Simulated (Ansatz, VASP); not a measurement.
NaTiPt2: VASP beside Ansatz

```
Na Ti Pt
1.0
     5.10078    0.00000    0.00000
     0.00000    5.10078    0.00000
     0.00000    0.00000    2.69167
Na Ti Pt
1 1 2
Direct
  0.00000 0.00000 0.50000
  0.50000 0.50000 0.00000
  0.00000 0.50000 0.50000
  0.50000 0.00000 0.50000
```

Alike in both runs: task relaxation of cell and atoms; functional PBE; k mesh 4 × 4 × 6; occupations gaussian, width 0.1 eV; no spin polarisation.

|  | VASP | Ansatz |
| --- | --- | --- |
| version | VASP 6.6.1 | Ansatz 0.2.0 |
| potentials or method | VASP PAW PBE potentials, release 64 (Na_pv, Ti_sv, Pt), cutoff 500 eV | scalar-relativistic, plane waves, PAW |
| valence electrons in the cell | 39 | 57 |

|  | VASP | Ansatz | Ansatz less VASP |
| --- | --- | --- | --- |
| gap on the k mesh at the Fermi level, each at its own relaxed structure (eV) | none | none | - |
| relaxed volume (Å³/atom) | 17.46 | 17.47 | +0.013 |
| relaxed length of the cell vector where the two differ most in proportion (Å) | 2.712 | 2.714 | +0.0020 |

A gap of «none» marks a metal or a gap that the smearing closes. VASP's potentials hold 39 valence electrons a cell and Ansatz's 57, so a difference there can come from the potentials and not from the codes.

The k mesh is coarse, so the values compare programs but aren't converged. Neither program's run includes spin-orbit coupling.
